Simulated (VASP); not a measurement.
# SiO2 (rutile type) (P4_2/mnm) in VASP: a series of runs

SiO2 (rutile type) is run at these levels: LDA; tasks: single point.

All numbers are computed with VASP 6.6.1; they aren't measurements. Logs are shortened: lines on timing, memory, paths and dates and some standing lists are left out, and cuts for length are marked.

### Step 1. The cell of the first run

The structure is tetragonal, space group P4_2/mnm (No. 136). The conventional cell has a = 3.518 Å, b = 3.518 Å, c = 2.302 Å, α = 90.00°, β = 90.00°, γ = 90.00°. Si (site symmetry mmm) has 6 O at 1.48 to 1.53 Å within 2.0 Å. Within 2.2 Å of O (site symmetry m2m) lie 3 Si at 1.48 to 1.53 Å and 9 O at 2.01 to 2.13 Å.

### Step 2. Single point, LDA (4.75 Å³/atom)

INCAR

```
SYSTEM = SiO2
PREC     = Accurate       ! precision mode
ENCUT    = 600            ! plane-wave cutoff, eV
EDIFF    = 1E-6           ! SCF threshold, eV
ISMEAR   = -1             ! smearing method
SIGMA    = 0.08           ! smearing width, eV
LREAL    = .FALSE.        ! projectors in reciprocal space
LASPH    = .TRUE.         ! aspherical terms in the spheres
NELM     = 120            ! most SCF steps
ALGO     = Normal         ! electronic algorithm
ISIF     = 2              ! what is computed and relaxed
LWAVE    = .FALSE.        ! write WAVECAR
LCHARG   = .TRUE.         ! write CHGCAR
GGA      = CA             ! functional
LELF     = .TRUE.         ! ELF
LVHAR    = .TRUE.       
NBANDS   = 25             ! bands
GGA_COMPAT= .FALSE.
```

KPOINTS

```
Automatic mesh
0
G
  8 8 11
  0 0 0
```

POSCAR

```
SiO2
1.0
    3.5179576180      0.0000000000      0.0000000000
    0.0000000000      3.5179576180      0.0000000000
    0.0000000000      0.0000000000      2.3016517546
Si O
2 4
Direct
    0.0000000000      0.0000000000      0.0000000000
    0.5000000000      0.5000000000      0.5000000000
    0.2981098298      0.2981098298      0.0000000000
    0.7018901702      0.7018901702      0.0000000000
    0.7981098298      0.2018901702      0.5000000000
    0.2018901702      0.7981098298      0.5000000000
```

Potentials or basis: VASP PAW LDA potentials, release 64 (Si, O).

Command:

```console
$ cat potpaw_LDA.64/Si/POTCAR potpaw_LDA.64/O/POTCAR > POTCAR
$ mpirun -np 1 vasp_std > vasp.out
```

OUTCAR:

```text
SYSTEM = SiO2
   PREC = Accurate
   ENCUT = 600
   EDIFF = 1E-6
   ISMEAR = -1
   LREAL = .FALSE.
   LASPH = .TRUE.
   NELM = 120
   ISIF = 2
   GGA = CA

 ion  position               nearest neighbor table
   1  0.000  0.000  0.000-   3 1.48   4 1.48   5 1.53   6 1.53   5 1.53   6 1.53   2 2.74   2 2.74
                             2 2.74   2 2.74   2 2.74   2 2.74   2 2.74   2 2.74
   2  0.500  0.500  0.500-   5 1.48   6 1.48   3 1.53   4 1.53   3 1.53   4 1.53   1 2.74   1 2.74
                             1 2.74   1 2.74   1 2.74   1 2.74   1 2.74   1 2.74
   3  0.298  0.298  0.000-   1 1.48   2 1.53   2 1.53
   4  0.702  0.702  0.000-   1 1.48   2 1.53   2 1.53
   5  0.798  0.202  0.500-   2 1.48   1 1.53   1 1.53
   6  0.202  0.798  0.500-   2 1.48   1 1.53   1 1.53

  LATTYP: Found a simple tetragonal cell.
 ALAT       =     3.5179576180
 C/A-ratio  =     0.6542579543

  Lattice vectors:

 A1 = (   3.5179576180,   0.0000000000,   0.0000000000)
 A2 = (   0.0000000000,   3.5179576180,   0.0000000000)
 A3 = (   0.0000000000,   0.0000000000,   2.3016517546)

Analysis of symmetry for initial positions (statically):
=====================================================================
 Subroutine PRICEL returns:
 Original cell was already a primitive cell.

 Routine SETGRP: Setting up the symmetry group for a
 simple tetragonal supercell.

 Subroutine GETGRP returns: Found 16 space group operations
 (whereof  8 operations were pure point group operations)
 out of a pool of 16 trial point group operations.

The static configuration has the point symmetry D_2h.
 The point group associated with its full space group is D_4h.

Analysis of symmetry for dynamics (positions and initial velocities):
=====================================================================
 Subroutine PRICEL returns:
 Original cell was already a primitive cell.

 Routine SETGRP: Setting up the symmetry group for a
 simple tetragonal supercell.

 Subroutine GETGRP returns: Found 16 space group operations
 (whereof  8 operations were pure point group operations)
 out of a pool of 16 trial point group operations.

The dynamic configuration has the point symmetry D_2h.
 The point group associated with its full space group is D_4h.

 Subroutine INISYM returns: Found 16 space group operations
 (whereof  8 operations are pure point group operations),
 and found     1 'primitive' translations

----------------------------------------------------------------------------------------

                                     Primitive cell

  volume of cell :      28.4853

  direct lattice vectors                    reciprocal lattice vectors
     3.517957618  0.000000000  0.000000000     0.284255841  0.000000000  0.000000000
     0.000000000  3.517957618  0.000000000     0.000000000  0.284255841  0.000000000
     0.000000000  0.000000000  2.301651755     0.000000000  0.000000000  0.434470592

  length of vectors
     3.517957618  3.517957618  2.301651755     0.284255841  0.284255841  0.434470592

  position of ions in fractional coordinates (direct lattice)
     0.000000000  0.000000000  0.000000000
     0.500000000  0.500000000  0.500000000
     0.298109830  0.298109830  0.000000000
     0.701890170  0.701890170  0.000000000
     0.798109830  0.201890170  0.500000000
     0.201890170  0.798109830  0.500000000

  ion indices of the primitive-cell ions
   primitive index   ion index
                 1           1
                 2           2
                 3           3
                 4           4
                 5           5
                 6           6

----------------------------------------------------------------------------------------

 KPOINTS: Automatic mesh

Automatic generation of k-mesh.
 Grid dimensions read from file:
 generate k-points for:    8    8   11

 Generating k-lattice:

  Cartesian coordinates                     Fractional coordinates (reciprocal lattice)
     0.035531980  0.000000000  0.000000000     0.125000000  0.000000000  0.000000000
     0.000000000  0.035531980  0.000000000     0.000000000  0.125000000  0.000000000
     0.000000000  0.000000000  0.039497327     0.000000000  0.000000000  0.090909091

  Length of vectors
     0.035531980  0.035531980  0.039497327

  Shift w.r.t. Gamma in fractional coordinates (k-lattice)
     0.000000000  0.000000000  0.000000000

 Subroutine IBZKPT returns following result:
 ===========================================

 Found     90 irreducible k-points:

 Following reciprocal coordinates:
            Coordinates               Weight
  0.000000  0.000000  0.000000      1.000000
  0.125000  0.000000  0.000000      4.000000
  0.250000  0.000000  0.000000      4.000000
  0.375000  0.000000  0.000000      4.000000
  0.500000  0.000000  0.000000      2.000000
  0.125000  0.125000  0.000000      4.000000
[... 16 lines left out ...]
  0.375000  0.125000  0.090909     16.000000
  0.500000  0.125000  0.090909      8.000000
 [... further k-points ...]
   k-points           NKPTS =     90   k-points in BZ     NKDIM =     90   number of bands    NBANDS=     25
   number of dos      NEDOS =    301   number of ions     NIONS =      6
   total plane-waves  NPLWV =  14112
   dimension x,y,z NGX =    28 NGY =   28 NGZ =   18
   dimension x,y,z NGXF=    56 NGYF=   56 NGZF=   36
   ions per type =               2   4
   NGX,Y,Z   is equivalent  to a cutoff of  13.23, 13.23, 13.00 a.u.
   NGXF,Y,Z  is equivalent  to a cutoff of  26.46, 26.46, 26.00 a.u.
 SYSTEM =  SiO2
   PREC   = accura    normal or accurate (medium, high low for compatibility)
   ISTART =      0    job   : 0-new  1-cont  2-samecut
   ICHARG =      2    charge: 1-file 2-atom 10-const
   ISPIN  =      1    spin polarized calculation?
   LNONCOLLINEAR =      F non collinear calculations
   LSORBIT =      F    spin-orbit coupling
   LASPH  =      T    aspherical Exc in radial PAW
   ENCUT  =  600.0 eV  44.10 Ry    6.64 a.u.   7.03  7.03  4.60*2*pi/ulx,y,z
   NELM   =    120;   NELMIN=  2; NELMDL= -5     # of ELM steps
   EDIFF  = 0.1E-05   stopping-criterion for ELM
   LREAL  =      F    real-space projection
   EDIFFG = 0.1E-04   stopping-criterion for IOM
   NSW    =      0    number of steps for IOM
   IBRION =     -1    ionic relax: 0-MD 1-quasi-New 2-CG
   NFREE  =      0    steps in history (QN), initial steepest desc. (CG)
   ISIF   =      2    stress and relaxation
   ISYM   =      2    0-nonsym 1-usesym 2-fastsym
   POTIM  = 0.5000    time-step for ionic-motion
   TEBEG  =    0.0;   TEEND  =   0.0 temperature during run
   PSTRESS=    0.0 pullay stress
   NELECT =      32.0000    total number of electrons
   NUPDOWN=      -1.0000    fix difference up-down
   EMIN   =  10.00;   EMAX   =-10.00  energy-range for DOS
   EFERMI =   0.00;   METHOD = LEGACY
   ISMEAR =    -1;   SIGMA  =   0.08  broadening in eV -4-tet -1-fermi 0-gaus
   EFERMI_NEDOS =   21; number of points for ismear=-14 and -15
   IALGO  =     38    algorithm
   IMIX   =      4    mixing-type and parameters
     AMIX     =   0.40;   BMIX     =  1.00
     AMIX_MAG =   1.60;   BMIX_MAG =  1.00
  volume/ion in A,a.u.               =       4.75        32.04
  Fermi-wavevector in a.u.,A,eV,Ry     =   1.701837  3.216005 39.405848  2.896248
  Thomas-Fermi vector in A             =   2.781716
   LORBIT       =      0    0 simple, 1 ext, 2 COOP (PROOUT), +10 PAW based schemes
   GGA     = CA    functional components
   LHFCALC =     F    Hartree Fock is set to
   AEXX    =    0.0000 exact exchange contribution
   IVDW    =     0    specifies the selected vdW correction
   LEPSILON=     F    determine dielectric tensor
   LRPA    =     F    only Hartree local field effects (RPA)
 non-spin polarized calculation
  energy-cutoff  :      600.00
  volume of cell :       28.49
 maximum number of plane-waves:       970
   NGX = 15   NGY = 15   NGZ =  9

 number of electron      32.0000011 magnetization

 Free energy of the ion-electron system (eV)
  ---------------------------------------------------
  ext. energy  EPLUGINS =         0.00000000
  ---------------------------------------------------
  free energy    TOTEN  =       -36.80742400 eV

  energy without entropy =      -36.80742400  energy(sigma->0) =      -36.80742400

 E-fermi :  18.2666     XC(G=0): -15.4443

 val. band max:       16.7555878740   @ k =   0.0000   0.0000   0.0000
 cond. band min:      23.5608956797   @ k =   0.0000   0.0000   0.0000
 fundamental gap:      6.8053078057
 Fermi energy:        18.2665675861

 k-point     1 :       0.0000    0.0000    0.0000
  band No.  band energies     occupation
      1     -12.1096      2.00000
      2      -5.3475      2.00000
      3      -5.3475      2.00000
      4      -4.2403      2.00000
      5       1.9347      2.00000
      6       4.6418      2.00000
[... 17 lines left out ...]
     24      37.3454      0.00000
     25      37.3455      0.00000

 k-point     2 :       0.1250    0.0000    0.0000
  band No.  band energies     occupation
      1     -11.9684      2.00000
      2      -6.1769      2.00000
      3      -5.2548      2.00000
      4      -3.7653      2.00000
      5       1.9094      2.00000
      6       4.9994      2.00000
[... 17 lines left out ...]
     24      36.9714      0.00000
     25      37.9113      0.00000

 k-point     3 :       0.2500    0.0000    0.0000
  band No.  band energies     occupation
      1     -11.5482      2.00000
      2      -7.4852      2.00000
      3      -4.9859      2.00000
      4      -3.4690      2.00000
      5       1.9558      2.00000
      6       5.1273      2.00000
[... 17 lines left out ...]
     24      36.0854      0.00000
     25      36.1180      0.00000

 k-point     4 :       0.3750    0.0000    0.0000
  band No.  band energies     occupation
      1     -10.8599      2.00000
      2      -8.7779      2.00000
      3      -4.5717      2.00000
      4      -3.6398      2.00000
      5       2.3056      2.00000
      6       3.9834      2.00000
[... 17 lines left out ...]
     24      35.0538      0.00000
     25      36.7835      0.00000

 k-point     5 :       0.5000    0.0000    0.0000
  band No.  band energies     occupation
      1      -9.9244      2.00000
      2      -9.9244      2.00000
      3      -4.0792      2.00000
      4      -4.0792      2.00000
      5       3.0081      2.00000
      6       3.0081      2.00000
[... 17 lines left out ...]
     24      34.0941      0.00000
     25      37.5811      0.00000

 k-point     6 :       0.1250    0.1250    0.0000
  band No.  band energies     occupation
      1     -11.8282      2.00000
      2      -6.3972      2.00000
      3      -5.6093      2.00000
      4      -3.5160      2.00000
      5       1.9624      2.00000
      6       5.2793      2.00000
[... 17 lines left out ...]
     24      37.2742      0.00000
     25      37.6304      0.00000
[... 393 lines left out ...]
 k-point    21 :       0.1250    0.1250    0.0909
  band No.  band energies     occupation
      1     -11.6532      2.00000
      2      -6.2798      2.00000
      3      -5.4955      2.00000
      4      -3.5142      2.00000
      5       2.0824      2.00000
      6       5.4407      2.00000
[... 17 lines left out ...]
     24      36.4588      0.00000
     25      36.6749      0.00000

 k-point    22 :       0.2500    0.1250    0.0909
  band No.  band energies     occupation
      1     -11.2387      2.00000
      2      -7.3118      2.00000
      3      -5.3848      2.00000
      4      -3.4749      2.00000
      5       2.3385      2.00000
      6       5.4305      2.00000
[... 17 lines left out ...]
     24      35.5212      0.00000
     25      36.1571      0.00000

 k-point    23 :       0.3750    0.1250    0.0909
  band No.  band energies     occupation
      1     -10.5611      2.00000
      2      -8.5309      2.00000
      3      -4.9567      2.00000
      4      -3.8412      2.00000
      5       2.8288      2.00000
      6       4.4676      2.00000
[... 17 lines left out ...]
     24      35.0428      0.00000
     25      36.2434      0.00000

 k-point    24 :       0.5000    0.1250    0.0909
  band No.  band energies     occupation
      1      -9.6440      2.00000
      2      -9.6440      2.00000
      3      -4.4001      2.00000
      4      -4.4001      2.00000
      5       3.5587      2.00000
      6       3.5587      2.00000
[... 17 lines left out ...]
     24      34.1170      0.00000
     25      36.9583      0.00000

 [... further k-points ...]
[... 5 lines left out ...]
  --------------------------------------------------------------------------------------
  -------------------------------------------------------------------------------------
  Total       73.1569343     73.1569343     73.5867909     -0.0000000      0.0000000      0.0000000
  in kB     4114.7671069   4114.7671069   4138.9447173     -0.0000000      0.0000000      0.0000000
  external PRESSURE =    4122.8263104 kB  Pullay stress =       0.0000000 kB

 VOLUME and BASIS-vectors are now :
 -----------------------------------------------------------------------------
  energy-cutoff  :      600.00
  volume of cell :       28.49
      direct lattice vectors                 reciprocal lattice vectors
     3.517957618  0.000000000  0.000000000     0.284255841  0.000000000  0.000000000
     0.000000000  3.517957618  0.000000000     0.000000000  0.284255841  0.000000000
     0.000000000  0.000000000  2.301651755     0.000000000  0.000000000  0.434470592

 POSITION                                       TOTAL-FORCE (eV/Angst)
 -----------------------------------------------------------------------------------
      0.00000      0.00000      0.00000         0.000000     -0.000000      0.000000
      1.75898      1.75898      1.15083         0.000000     -0.000000      0.000000
      1.04874      1.04874      0.00000        -0.051971     -0.051971      0.000000
      2.46922      2.46922      0.00000         0.051971      0.051971      0.000000
      2.80772      0.71024      1.15083        -0.051971      0.051971      0.000000
      0.71024      2.80772      1.15083         0.051971     -0.051971      0.000000
 -----------------------------------------------------------------------------------
    total drift:                                0.000000      0.000000      0.000000

  FREE ENERGIE OF THE ION-ELECTRON SYSTEM (eV)
  ---------------------------------------------------
  free  energy   TOTEN  =       -36.8074239966 eV

  energy  without entropy=      -36.8074239966  energy(sigma->0) =      -36.80742400
```

Run time: 83 s. Hardware: 1 thread of Intel Xeon 8259CL, shared host; peak memory 0.17 GiB.

What came out:

```yaml
Free_energy: -36.8074 eV
Pressure: 412.3 GPa
Largest_force: 0.073 eV/Å
Band_gap_on_the_k_mesh: 6.81 eV
```

Forces on the atoms (eV/Å):
```
Si   0.000  0.000  0.000
Si   0.000  0.000  0.000
O   -0.052 -0.052  0.000
O    0.052  0.052  0.000
O   -0.052  0.052  0.000
O    0.052 -0.052  0.000
```

Caveat: the cell stands under pressure; an odd mesh through Γ misses points on the zone boundary, where band edges can lie.

### Step 3. Single point, LDA

This run uses another cell than the first one, of 5.51 Å³/atom.

INCAR

```
SYSTEM = SiO2
ALGO     = Normal         ! electronic algorithm
EDIFF    = 1E-6           ! SCF threshold, eV
ENCUT    = 600            ! plane-wave cutoff, eV
GGA      = CA             ! functional
GGA_COMPAT= .FALSE.      
ISIF     = 2              ! what is computed and relaxed
ISMEAR   = -1             ! smearing method
LASPH    = .TRUE.         ! aspherical terms in the spheres
LCHARG   = .FALSE.        ! write CHGCAR
LREAL    = .FALSE.        ! projectors in reciprocal space
LWAVE    = .FALSE.        ! write WAVECAR
NBANDS   = 25             ! bands
NELM     = 120            ! most SCF steps
PREC     = Accurate       ! precision mode
SIGMA    = 0.08           ! smearing width, eV
```

KPOINTS

```
k-points
0
G
  8 8 11
  0 0 0
```

POSCAR

```
SiO2
1.0
    3.6969616575      0.0000000000      0.0000000000
    0.0000000000      3.6969616575      0.0000000000
    0.0000000000      0.0000000000      2.4203141216
Si O
2 4
Direct
    0.0000000000      0.0000000000      0.0000000000
    0.5000000000      0.5000000000      0.5000000000
    0.2993999900      0.2993999900      0.0000000000
    0.7006000100      0.7006000100      0.0000000000
    0.7993999900      0.2006000100      0.5000000000
    0.2006000100      0.7993999900      0.5000000000
```

Potentials or basis: VASP PAW LDA potentials, release 64 (Si, O).

Command:

```console
$ cat potpaw_LDA.64/Si/POTCAR potpaw_LDA.64/O/POTCAR > POTCAR
$ mpirun -np 1 vasp_std > vasp.out
```

Run time: 1.8 min. Hardware: 1 thread of Intel Xeon 8259CL, shared host; peak memory 0.18 GiB.

Results (log left out):

| Quantity | Value |
| --- | --- |
| Free energy | -45.5033 eV |
| Pressure | 211.0 GPa |
| Largest force | 0.031 eV/Å |
| Band gap on the k mesh | 6.80 eV |

Forces in eV/Å, atoms in the order of the input:
```
Si   0.000  0.000  0.000
Si   0.000  0.000  0.000
O   -0.022 -0.022  0.000
O    0.022  0.022  0.000
O   -0.022  0.022  0.000
O    0.022 -0.022  0.000
```

Stress tensor (GPa, compression positive):
```
210.53   0.00   0.00
  0.00 210.53   0.00
  0.00   0.00 211.85
```

Levels at points of the mesh, in eV from the valence-band top:
| k point | band 12 | band 13 | band 14 | band 15 | band 16 | band 17 | band 18 | band 19 | band 20 | band 21 |
| --- | --- | --- | --- | --- | --- | --- | --- | --- | --- | --- |
| (0.00, 0.00, 0.00) | -4.47 | -2.65 | -1.16 | -1.16 | 0.00 | 6.80 | 10.72 | 10.72 | 11.25 | 12.73 |
| (0.50, 0.00, 0.00) | -5.80 | -3.54 | -3.54 | -1.40 | -1.40 | 9.93 | 9.93 | 12.28 | 12.28 | 14.01 |
| (0.50, 0.50, 0.00) | -4.76 | -3.98 | -3.98 | -3.68 | -3.68 | 10.49 | 10.49 | 13.01 | 13.01 | 15.08 |

Caveat: the cell stands under pressure; an odd mesh through Γ misses points on the zone boundary, where band edges can lie.
